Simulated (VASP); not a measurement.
# Ca (Fm-3m) in VASP: further runs, part 2 of 2

VASP 6.6.1. The steps go on from the part before.

### 4 Single point, LDA (volume scaled by 0.95)

Input file INCAR:

```
  ALGO = Normal
  EDIFF = 1E-6
  ENCUT = 520
  ISIF = 2
  ISMEAR = -1
  LASPH = T
  LCHARG = F
  LREAL = F
  LWAVE = F
  NBANDS = 11
  NELM = 100
  PREC = Accurate
  SIGMA = 0.08
```

Input file KPOINTS:

```
k-points
0
Gamma
  12 12 12
```

Input file POSCAR:

```
Ca
1.0
    0.0000000000      2.6261766456      2.6261766456
    2.6261766456      0.0000000000      2.6261766456
    2.6261766456      2.6261766456      0.0000000000
Ca
1
Direct
    0.0000000000      0.0000000000      0.0000000000
```

Potentials or basis: VASP PAW LDA potentials, release 64 (Ca_sv).

Run with:

```sh
$ cat potpaw_LDA.64/Ca_sv/POTCAR > POTCAR
$ mpirun -np 1 vasp_std > vasp.out
```

OUTCAR:

```text
EDIFF = 1E-6
   ENCUT = 520
   ISIF = 2
   ISMEAR = -1
   LASPH = T
   LREAL = F
   NELM = 100
   PREC = Accurate

 ion  position               nearest neighbor table
   1  0.000  0.000  0.000-

  LATTYP: Found a face centered cubic cell.
 ALAT       =     5.2523532912

  Lattice vectors:

 A1 = (   0.0000000000,   2.6261766456,   2.6261766456)
 A2 = (   2.6261766456,   0.0000000000,   2.6261766456)
 A3 = (   2.6261766456,   2.6261766456,   0.0000000000)

Analysis of symmetry for initial positions (statically):
[... 514 lines left out ...]

 [... further k-points ...]

------------------------ aborting loop because EDIFF is reached ----------------------------------------

  FORCE on cell =-STRESS in cart. coord.  units (eV):
  Direction    XX          YY          ZZ          XY          YZ          ZX
  --------------------------------------------------------------------------------------
  -------------------------------------------------------------------------------------
  Total        0.2335183      0.2335183      0.2335183      0.0000000     -0.0000000      0.0000000
  in kB       10.3283209     10.3283209     10.3283209      0.0000000     -0.0000000      0.0000000
  external PRESSURE =      10.3283209 kB  Pullay stress =       0.0000000 kB

 VOLUME and BASIS-vectors are now :
 -----------------------------------------------------------------------------
  energy-cutoff  :      520.00
  volume of cell :       36.22
      direct lattice vectors                 reciprocal lattice vectors
     0.000000000  2.626176646  2.626176646    -0.190390849  0.190390849  0.190390849
     2.626176646  0.000000000  2.626176646     0.190390849 -0.190390849  0.190390849
     2.626176646  2.626176646  0.000000000     0.190390849  0.190390849 -0.190390849

 POSITION                                       TOTAL-FORCE (eV/Angst)
 -----------------------------------------------------------------------------------
      0.00000      0.00000      0.00000         0.000000      0.000000     -0.000000
 -----------------------------------------------------------------------------------
    total drift:                               -0.000000     -0.000000     -0.000000

  FREE ENERGIE OF THE ION-ELECTRON SYSTEM (eV)
  ---------------------------------------------------
  free  energy   TOTEN  =        -2.2122525546 eV

  energy  without entropy=       -2.1863886371  energy(sigma->0) =       -2.19932060
```

stdout:

```text
POSCAR found type information on POSCAR Ca
 POSCAR found :  1 types and       1 ions
 scaLAPACK will be used
 LDA part: xc-table for (Slater(with rela. corr.)+CA(PZ))
 , standard interpolation
 POSCAR, INCAR and KPOINTS ok, starting setup
 FFT: planning ... GRIDC
 FFT: planning ... GRID_SOFT
 FFT: planning ... GRID
 WAVECAR not read
 entering main loop
```

Run time: 10 s. Hardware: 1 thread of Intel Xeon 6975P-C (Granite Rapids), shared host; peak memory 0.15 GiB.

What came out:

- Free energy: -2.2123 eV
- Pressure: 1.0 GPa
- Band gap on the k mesh: zero (band 5 reaches 2.50 eV, above the bottom of band 6 at 2.42 eV)

Caveat: the cell differs from its parent crystal (volume scaled by 0.95).

### 5 Single point, LDA

This run uses another cell than the first one, of 38.13 Å³/atom, 1.333 times its volume.

Input file INCAR:

```
PREC     = Accurate       # precision mode
ENCUT    = 520            # plane-wave cutoff, eV
EDIFF    = 1E-6           # SCF threshold, eV
ISMEAR   = -1             # smearing method
SIGMA    = 0.08           # smearing width, eV
LREAL    = False          # projectors in reciprocal space
LASPH    = True           # aspherical terms in the spheres
NELM     = 80             # most SCF steps
ALGO     = Normal         # electronic algorithm
ISIF     = 2              # what is computed and relaxed
LWAVE    = False          # write WAVECAR
LCHARG   = False          # write CHGCAR
NBANDS   = 11             # bands
```

Input file KPOINTS:

```
Automatic mesh
0
Gamma
  12 12 12
```

Input file POSCAR:

```
Ca
1.0
    0.0000000000      2.6714644531      2.6714644531
    2.6714644531      0.0000000000      2.6714644531
    2.6714644531      2.6714644531      0.0000000000
Ca
1
Direct
    0.0000000000      0.0000000000      0.0000000000
```

Potentials or basis: VASP PAW LDA potentials, release 64 (Ca_sv).

Run with:

```sh
$ cat potpaw_LDA.64/Ca_sv/POTCAR > POTCAR
$ mpirun -np 1 vasp_std > vasp.out
```

OUTCAR:

```text
PREC = Accurate
   ENCUT = 520
   EDIFF = 1E-6
   ISMEAR = -1
   LREAL = False
   LASPH = True
   NELM = 80
   ISIF = 2

 ion  position               nearest neighbor table
   1  0.000  0.000  0.000-

  LATTYP: Found a face centered cubic cell.
 ALAT       =     5.3429289062

  Lattice vectors:

 A1 = (   0.0000000000,   2.6714644531,   2.6714644531)
 A2 = (   2.6714644531,   0.0000000000,   2.6714644531)
 A3 = (   2.6714644531,   2.6714644531,   0.0000000000)

Analysis of symmetry for initial positions (statically):
=====================================================================
 Subroutine PRICEL returns:
 Original cell was already a primitive cell.

 Routine SETGRP: Setting up the symmetry group for a
 face centered cubic supercell.

 Subroutine GETGRP returns: Found 48 space group operations
 (whereof 48 operations were pure point group operations)
 out of a pool of 48 trial point group operations.

The static configuration has the point symmetry O_h .

Analysis of symmetry for dynamics (positions and initial velocities):
=====================================================================
 Subroutine PRICEL returns:
 Original cell was already a primitive cell.

 Routine SETGRP: Setting up the symmetry group for a
 face centered cubic supercell.

 Subroutine GETGRP returns: Found 48 space group operations
 (whereof 48 operations were pure point group operations)
 out of a pool of 48 trial point group operations.

The dynamic configuration has the point symmetry O_h .

 Subroutine INISYM returns: Found 48 space group operations
 (whereof 48 operations are pure point group operations),
 and found     1 'primitive' translations

----------------------------------------------------------------------------------------

[... 112 lines left out ...]
  Fermi-wavevector in a.u.,A,eV,Ry     =   1.047889  1.980224 14.940178  1.098072
  Thomas-Fermi vector in A             =   2.182788
   LORBIT       =      0    0 simple, 1 ext, 2 COOP (PROOUT), +10 PAW based schemes
   GGA     = CA    functional components
   LHFCALC =     F    Hartree Fock is set to
   AEXX    =    0.0000 exact exchange contribution
   IVDW    =     0    specifies the selected vdW correction
   LEPSILON=     F    determine dielectric tensor
   LRPA    =     F    only Hartree local field effects (RPA)
 non-spin polarized calculation
  energy-cutoff  :      520.00
  volume of cell :       38.13
 maximum number of plane-waves:      1038
   NGX = 13   NGY = 13   NGZ = 13

 number of electron      10.0000003 magnetization

 Free energy of the ion-electron system (eV)
  ---------------------------------------------------
  ext. energy  EPLUGINS =         0.00000000
  ---------------------------------------------------
  free energy    TOTEN  =        -2.21850307 eV

  energy without entropy =       -2.19131770  energy(sigma->0) =       -2.20491039

 E-fermi :   2.2033     XC(G=0):  -8.2982

 val. band max:        2.1967821810   @ k =  -0.3333   0.4167   0.1667
 cond. band min:       2.2123733249   @ k =  -0.3333   0.3333   0.1667
 fundamental gap:      0.0155911439
 Fermi energy:         2.2032771907

 k-point     1 :       0.0000    0.0000    0.0000
  band No.  band energies     occupation
      1     -39.1341      2.00000
      2     -20.3252      2.00000
      3     -20.3252      2.00000
      4     -20.3252      2.00000
      5      -2.0002      2.00000
      6       4.5424      0.00000
      7       4.5424      0.00000
      8       4.5424      0.00000
      9       5.7456      0.00000
     10       5.7456      0.00000
     11      11.8466      0.00000
[... 309 lines left out ...]
 k-point    24 :      -0.4167    0.1667    0.0000
  band No.  band energies     occupation
      1     -39.1084      2.00000
      2     -20.5143      2.00000
      3     -20.3910      2.00000
      4     -20.3611      2.00000
      5       1.4651      1.99980
      6       2.2658      0.62799
      7       3.9154      0.00000
      8       4.7354      0.00000
      9       6.3429      0.00000
     10       6.8229      0.00000
     11       7.7775      0.00000

 [... further k-points ...]

------------------------ aborting loop because EDIFF is reached ----------------------------------------

  FORCE on cell =-STRESS in cart. coord.  units (eV):
  Direction    XX          YY          ZZ          XY          YZ          ZX
  --------------------------------------------------------------------------------------
  -------------------------------------------------------------------------------------
  Total       -0.0096562     -0.0096562     -0.0096562      0.0000000      0.0000000     -0.0000000
  in kB       -0.4057308     -0.4057308     -0.4057308      0.0000000      0.0000000     -0.0000000
  external PRESSURE =      -0.4057308 kB  Pullay stress =       0.0000000 kB

 VOLUME and BASIS-vectors are now :
 -----------------------------------------------------------------------------
  energy-cutoff  :      520.00
  volume of cell :       38.13
      direct lattice vectors                 reciprocal lattice vectors
     0.000000000  2.671464453  2.671464453    -0.187163261  0.187163261  0.187163261
     2.671464453  0.000000000  2.671464453     0.187163261 -0.187163261  0.187163261
     2.671464453  2.671464453  0.000000000     0.187163261  0.187163261 -0.187163261

 POSITION                                       TOTAL-FORCE (eV/Angst)
 -----------------------------------------------------------------------------------
      0.00000      0.00000      0.00000         0.000000      0.000000     -0.000000
 -----------------------------------------------------------------------------------
    total drift:                               -0.000000     -0.000000     -0.000000

  FREE ENERGIE OF THE ION-ELECTRON SYSTEM (eV)
  ---------------------------------------------------
  free  energy   TOTEN  =        -2.2185030702 eV

  energy  without entropy=       -2.1913177028  energy(sigma->0) =       -2.20491039
```

OSZICAR:

```text
N       E                     dE             d eps       ncg     rms          rms(c)
DAV:   1     0.693349720280E+02    0.69335E+02   -0.51326E+03  1584   0.840E+02
DAV:   2    -0.608365700604E+00   -0.69943E+02   -0.69259E+02  1722   0.213E+02
DAV:   3    -0.215839660224E+01   -0.15500E+01   -0.15322E+01  2265   0.318E+01
DAV:   4    -0.223933445281E+01   -0.80938E-01   -0.80536E-01  2073   0.583E+00
DAV:   5    -0.224062943827E+01   -0.12950E-02   -0.12948E-02  2236   0.655E-01    0.222E+00
DAV:   6    -0.222438437565E+01    0.16245E-01   -0.14454E-02  1917   0.128E+00    0.135E+00
DAV:   7    -0.221899479288E+01    0.53896E-02   -0.19016E-02  1969   0.157E+00    0.104E-01
DAV:   8    -0.221850313172E+01    0.49166E-03   -0.21430E-03  1883   0.440E-01    0.205E-02
DAV:   9    -0.221850267599E+01    0.45573E-06   -0.64930E-05  1931   0.748E-02    0.785E-03
DAV:  10    -0.221850307015E+01   -0.39416E-06   -0.57415E-06  2361   0.154E-02
   1 F= -.22185031E+01 E0= -.22049104E+01  d E =-.271854E-01
```

Run time: 12 s. Hardware: 1 thread of Intel Xeon 6975P-C (Granite Rapids), shared host; peak memory 0.15 GiB.

What came out:

- Free energy: -2.2185 eV
- Pressure: 0.0 GPa
- Band gap on the k mesh: zero (band 5 reaches 2.31 eV, above the bottom of band 6 at 2.18 eV)

### 6 The runs side by side

| cell | gap on the mesh (eV) | pressure (GPa) |
| --- | --- | --- |
| a = 3.433 Å, angles 60.0°, 1 atom | 0.06 | 8.7 |
| a = 3.579 Å, angles 60.0°, 1 atom | - | 4.0 |
| a = 3.714 Å, angles 60.0°, 1 atom | none | 1.0 |
| a = 3.778 Å, angles 60.0°, 1 atom | none | 0.0 |

Alike in all rows: task single point; level LDA; potentials or basis VASP PAW LDA potentials, release 64 (Ca_sv); no spin polarisation; k mesh 12 × 12 × 12; cutoff (eV) 520; smearing fermi-dirac 0.08 eV.

Absolute energies hang on the potentials; compare differences alone.
